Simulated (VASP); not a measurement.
# PbS in VASP: settings compared, part 2 of 2

VASP 6.6.1. Earlier steps stand in the parts before.

## Step 4: Single point, r2SCAN (strain -0.6%)

POSCAR

```
PbS
1.0
    5.9210496347      0.0000000000      0.0000000000
    0.0000000000      2.9513262961      2.9513263196
    0.0000000000     -2.9513262961      2.9513263196
Pb S
2 2
Direct
    0.7498944786      0.2605185040      0.7605185040
    0.2501055214      0.7605185040      0.2605185040
    0.7496621066      0.7604814960      0.2604814960
    0.2503378934      0.2604814960      0.7604814960
```

INCAR.step1

```
ALGO = Normal
EDIFF = 1E-4
ENCUT = 520
GGA = PE
ISMEAR = 0
LASPH = T
LCHARG = F
LREAL = F
LWAVE = T
NBANDS = 28
NELM = 100
PREC = Accurate
SIGMA = 0.01
```

INCAR.step2

```
ALGO = Normal
EDIFF = 1E-7
ENCUT = 520
ISIF = 2
ISMEAR = 0
ISTART = 1
LASPH = T
LCHARG = T
LELF = T
LMIXTAU = T
LREAL = F
LVHAR = T
LWAVE = F
METAGGA = R2SCAN
NBANDS = 28
NELM = 100
PREC = Accurate
SIGMA = 0.01
```

KPOINTS

```
k-points
0
Gamma
  4 6 6
```

Potentials or basis: VASP PAW PBE potentials, release 64 (Pb_d, S).

Started as:

```
$ cat potpaw_PBE.64/Pb_d/POTCAR potpaw_PBE.64/S/POTCAR > POTCAR
$ cp INCAR.step1 INCAR
$ mpirun -np 1 vasp_std > vasp.out
$ cp INCAR.step2 INCAR
$ mpirun -np 1 vasp_std > vasp.out
```

OUTCAR:

```text
EDIFF = 1E-7
   ENCUT = 520
   ISIF = 2
   ISMEAR = 0
   ISTART = 1
   LASPH = T
   LREAL = F
   METAGGA = R2SCAN
   NELM = 100
   PREC = Accurate

 ion  position               nearest neighbor table
   1  0.750  0.261  0.761-   3 2.95   3 2.95   3 2.95   3 2.95   4 2.96   4 2.96
   2  0.250  0.761  0.261-   4 2.95   4 2.95   4 2.95   4 2.95   3 2.96   3 2.96
   3  0.750  0.760  0.260-   1 2.95   1 2.95   1 2.95   1 2.95   2 2.96   2 2.96
   4  0.250  0.260  0.760-   2 2.95   2 2.95   2 2.95   2 2.95   1 2.96   1 2.96

  LATTYP: Found a simple tetragonal cell.
 ALAT       =     4.1738056915
 C/A-ratio  =     1.4186212949

  Lattice vectors:

 A1 = (   0.0000000000,   2.9513262961,   2.9513263196)
 A2 = (   0.0000000000,  -2.9513262961,   2.9513263196)
 A3 = (   5.9210496347,   0.0000000000,   0.0000000000)

Analysis of symmetry for initial positions (statically):
=====================================================================
 Subroutine PRICEL returns:
 Original cell was already a primitive cell.

 Routine SETGRP: Setting up the symmetry group for a
 simple tetragonal supercell.

 Subroutine GETGRP returns: Found  4 space group operations
 (whereof  2 operations were pure point group operations)
 out of a pool of 16 trial point group operations.

The static configuration has the point symmetry C_2 .
 The point group associated with its full space group is C_2v.

Analysis of symmetry for dynamics (positions and initial velocities):
=====================================================================
 Subroutine PRICEL returns:
 Original cell was already a primitive cell.

 Routine SETGRP: Setting up the symmetry group for a
 simple tetragonal supercell.

[... 124 lines left out ...]
   ISMEAR =     0;   SIGMA  =   0.01  broadening in eV -4-tet -1-fermi 0-gaus
   EFERMI_NEDOS =   21; number of points for ismear=-14 and -15
   IALGO  =     38    algorithm
   IMIX   =      4    mixing-type and parameters
     AMIX     =   0.40;   BMIX     =  1.00
     AMIX_MAG =   1.60;   BMIX_MAG =  1.00
  volume/ion in A,a.u.               =      25.79       174.02
  Fermi-wavevector in a.u.,A,eV,Ry     =   1.193824  2.256001 19.391250  1.425217
  Thomas-Fermi vector in A             =   2.329829
   LORBIT       =      0    0 simple, 1 ext, 2 COOP (PROOUT), +10 PAW based schemes
   METAGGA = R2SCAN    functional components
   LHFCALC =     F    Hartree Fock is set to
   AEXX    =    0.0000 exact exchange contribution
   IVDW    =     0    specifies the selected vdW correction
   LEPSILON=     F    determine dielectric tensor
   LRPA    =     F    only Hartree local field effects (RPA)
 non-spin polarized calculation
 Gauss-broadening in eV      SIGMA  =   0.01
  energy-cutoff  :      520.00
  volume of cell :      103.15
 maximum number of plane-waves:      2800
 NGX is ok and might be reduce to    48
   NGX = 23   NGY = 15   NGZ = 15

 number of electron      40.0000002 magnetization

 Free energy of the ion-electron system (eV)
  ---------------------------------------------------
  ext. energy  EPLUGINS =         0.00000000
  ---------------------------------------------------
  free energy    TOTEN  =      -131.19079189 eV

  energy without entropy =     -131.19079189  energy(sigma->0) =     -131.19079189

 E-fermi :   5.9837     XC(G=0): -10.3132

 val. band max:        5.8814786487   @ k =   0.5000   0.5000   0.0000
 cond. band min:       6.4572274817   @ k =   0.5000   0.5000   0.0000
 fundamental gap:      0.5757488330
 Fermi energy:         5.9836917827

 k-point     1 :       0.0000    0.0000    0.0000
  band No.  band energies     occupation
      1     -11.7835      2.00000
      2     -11.6379      2.00000
      3     -11.6142      2.00000
      4     -11.6142      2.00000
      5     -11.6117      2.00000
      6     -11.6002      2.00000
[... 733 lines left out ...]
     27      14.4293      0.00000
     28      14.4322      0.00000

 [... further k-points ...]

------------------------ aborting loop because EDIFF is reached ----------------------------------------

  FORCE on cell =-STRESS in cart. coord.  units (eV):
  Direction    XX          YY          ZZ          XY          YZ          ZX
  --------------------------------------------------------------------------------------
  -------------------------------------------------------------------------------------
  Total        1.3199936      1.3538484      1.3541506      0.0000000      0.0000000      0.0000000
  in kB       20.5030862     21.0289432     21.0336385      0.0000000      0.0000000      0.0000000
  external PRESSURE =      20.8552226 kB  Pullay stress =       0.0000000 kB

 VOLUME and BASIS-vectors are now :
 -----------------------------------------------------------------------------
  energy-cutoff  :      520.00
  volume of cell :      103.15
      direct lattice vectors                 reciprocal lattice vectors
     5.921049635  0.000000000  0.000000000     0.168888974  0.000000000  0.000000000
     0.000000000  2.951326296  2.951326320     0.000000000  0.169415358  0.169415356
     0.000000000 -2.951326296  2.951326320     0.000000000 -0.169415358  0.169415356

 POSITION                                       TOTAL-FORCE (eV/Angst)
 -----------------------------------------------------------------------------------
      4.44016     -1.47566      3.01341         0.001086      0.000000     -0.000399
      1.48089      1.47566      3.01341        -0.001086      0.000000     -0.000399
      4.43879      1.47566      3.01319         0.001711      0.000000      0.000399
      1.48226     -1.47566      3.01319        -0.001711      0.000000      0.000399
 -----------------------------------------------------------------------------------
    total drift:                               -0.000000      0.000001     -0.000871

  FREE ENERGIE OF THE ION-ELECTRON SYSTEM (eV)
  ---------------------------------------------------
  free  energy   TOTEN  =      -131.1907918860 eV

  energy  without entropy=     -131.1907918860  energy(sigma->0) =     -131.19079189
```

OUTCAR.step1:

```text
EDIFF = 1E-4
   ENCUT = 520
   GGA = PE
   ISMEAR = 0
[... 976 lines left out ...]
      4.44016     -1.47566      3.01341         0.001658      0.000000     -0.000334
      1.48089      1.47566      3.01341        -0.001658      0.000000     -0.000334
      4.43879      1.47566      3.01319         0.001810      0.000000      0.000334
      1.48226     -1.47566      3.01319        -0.001810      0.000000      0.000334
 -----------------------------------------------------------------------------------
    total drift:                               -0.000000      0.000001     -0.000400

  FREE ENERGIE OF THE ION-ELECTRON SYSTEM (eV)
  ---------------------------------------------------
  free  energy   TOTEN  =       -17.4804473292 eV

  energy  without entropy=      -17.4804473292  energy(sigma->0) =      -17.48044733
```

Wall time 4.9 min (1 thread of Intel Xeon Platinum 8375C at 2.90GHz (Ice Lake), shared host); peak memory 0.28 GiB.

Results:

| Quantity | Value |
| --- | --- |
| Free energy | -131.1908 eV |
| Pressure | 2.1 GPa |
| Band gap on the k mesh | 0.58 eV |

Levels at points of the mesh, in eV from the valence-band top:
```
           k point  band 18  band 19  band 20  band 21  band 22  band 23
(0.00, 0.00, 0.00)    -2.43    -2.43    -2.40     4.08     5.52     5.59
(0.50, 0.00, 0.00)    -3.09    -1.89    -1.87     2.66     2.69     4.99
(0.00, 0.50, 0.00)    -2.12    -0.84    -0.84     1.66     1.66     2.63
(0.50, 0.50, 0.00)    -2.00     0.00     0.00     0.58     0.58     2.12
(0.00, 0.50, 0.50)    -3.74    -3.70    -3.70     4.07     4.07     6.04
(0.50, 0.50, 0.50)    -4.73    -1.18    -1.18     2.42     2.42     5.00
```

Caveat: the cell differs from its parent crystal (strain -0.6%); the PAW data sets were made with another functional, which shifts forces and pressure a little; spin-orbit coupling is left out, which moves the levels of the heavy elements. A k mesh can miss the band edges.

## Step 5: Single point, r2SCAN

POSCAR

```
PbS
1.0
    5.9555920687      0.0000000000      0.0000000000
    0.0000000000      2.9685438504      2.9685438740
    0.0000000000     -2.9685438504      2.9685438740
Pb S
2 2
Direct
    0.7498944786      0.2605185040      0.7605185040
    0.2501055214      0.7605185040      0.2605185040
    0.7496621066      0.7604814960      0.2604814960
    0.2503378934      0.2604814960      0.7604814960
```

INCAR.step1

```
PREC     = Accurate       # precision mode
ENCUT    = 520            # plane-wave cutoff, eV
ISMEAR   = 0              # smearing method
SIGMA    = 0.01           # smearing width, eV
LREAL    = F              # projectors in reciprocal space
LASPH    = T              # aspherical terms in the spheres
NELM     = 80             # most SCF steps
NBANDS   = 28             # bands
GGA      = PE             # functional
ALGO     = Normal         # electronic algorithm
EDIFF    = 1E-4           # SCF threshold, eV
LWAVE    = T              # write WAVECAR
LCHARG   = F              # write CHGCAR
```

INCAR.step2

```
PREC     = Accurate       # precision mode
ENCUT    = 520            # plane-wave cutoff, eV
EDIFF    = 1E-7           # SCF threshold, eV
ISMEAR   = 0              # smearing method
SIGMA    = 0.01           # smearing width, eV
LREAL    = F              # projectors in reciprocal space
LASPH    = T              # aspherical terms in the spheres
NELM     = 80             # most SCF steps
ALGO     = Normal         # electronic algorithm
ISIF     = 2              # what is computed and relaxed
LWAVE    = F              # write WAVECAR
LCHARG   = F              # write CHGCAR
METAGGA  = R2SCAN         # meta-GGA
LMIXTAU  = T            
NBANDS   = 28             # bands
ISTART   = 1
```

KPOINTS

```
Automatic mesh
0
Gamma
  4 6 6
```

Started as:

```
$ cat potpaw_PBE.64/Pb_d/POTCAR potpaw_PBE.64/S/POTCAR > POTCAR
$ cp INCAR.step1 INCAR
$ mpirun -np 1 vasp_std > vasp.out
$ cp INCAR.step2 INCAR
$ mpirun -np 1 vasp_std > vasp.out
```

Wall time 4.4 min (1 thread of Intel Xeon Platinum 8375C at 2.90GHz (Ice Lake), shared host); peak memory 0.28 GiB.

The run converged. Its results:

```yaml
Free_energy: -131.2088 eV
Pressure: 1.0 GPa
Band_gap_on_the_k_mesh: 0.64 eV
```

Levels at points of the mesh, in eV from the valence-band top:
| k point | band 16 | band 17 | band 18 | band 19 | band 20 | band 21 | band 22 | band 23 | band 24 | band 25 |
| --- | --- | --- | --- | --- | --- | --- | --- | --- | --- | --- |
| (0.00, 0.00, 0.00) | -3.57 | -3.57 | -2.31 | -2.31 | -2.28 | 4.18 | 5.49 | 5.56 | 5.56 | 5.96 |
| (0.50, 0.00, 0.00) | -2.97 | -2.96 | -2.96 | -1.81 | -1.79 | 2.68 | 2.71 | 5.08 | 5.09 | 5.28 |
| (0.00, 0.50, 0.00) | -3.82 | -2.01 | -2.01 | -0.80 | -0.80 | 1.70 | 1.70 | 2.67 | 2.67 | 4.54 |
| (0.50, 0.50, 0.00) | -1.91 | -1.90 | -1.90 | 0.00 | 0.00 | 0.64 | 0.64 | 2.19 | 2.19 | 2.21 |
| (0.00, 0.50, 0.50) | -5.34 | -3.59 | -3.59 | -3.56 | -3.56 | 4.17 | 4.17 | 6.00 | 6.00 | 6.03 |
| (0.50, 0.50, 0.50) | -4.57 | -4.56 | -4.56 | -1.12 | -1.12 | 2.46 | 2.46 | 5.02 | 5.02 | 5.03 |

Caveat: the PAW data sets were made with another functional, which shifts forces and pressure a little; spin-orbit coupling is left out, which moves the levels of the heavy elements. A k mesh can miss the band edges.

## Step 6: Overview

| level | cell | smearing | gap on the mesh (eV) | pressure (GPa) |
| --- | --- | --- | --- | --- |
| PBE | a = 5.956, b = 4.198, c = 4.198 Å, 4 atoms | fermi-dirac 0.02 eV | 0.39 | 1.8 |
| r2SCAN | a = 5.956, b = 4.142, c = 4.142 Å, angles 88.4, 90.0, 90.0°, 4 atoms | gaussian 0.01 eV | 0.51 | 2.9 |
| r2SCAN | a = 5.921, b = 4.174, c = 4.174 Å, 4 atoms | gaussian 0.01 eV | 0.58 | 2.1 |
| r2SCAN | a = 5.956, b = 4.198, c = 4.198 Å, 4 atoms | gaussian 0.01 eV | 0.64 | 1.0 |

Alike in all rows: task single point; potentials or basis VASP PAW PBE potentials, release 64 (Pb_d, S); no spin polarisation; k mesh 4 × 6 × 6; cutoff (eV) 520.

Caveats: spin-orbit coupling is left out, which moves the levels of the heavy elements; the PAW data sets were made with another functional, which shifts forces and pressure a little (some runs).

Total energies depend on the potentials used, so only differences within one code and one set of settings carry meaning.
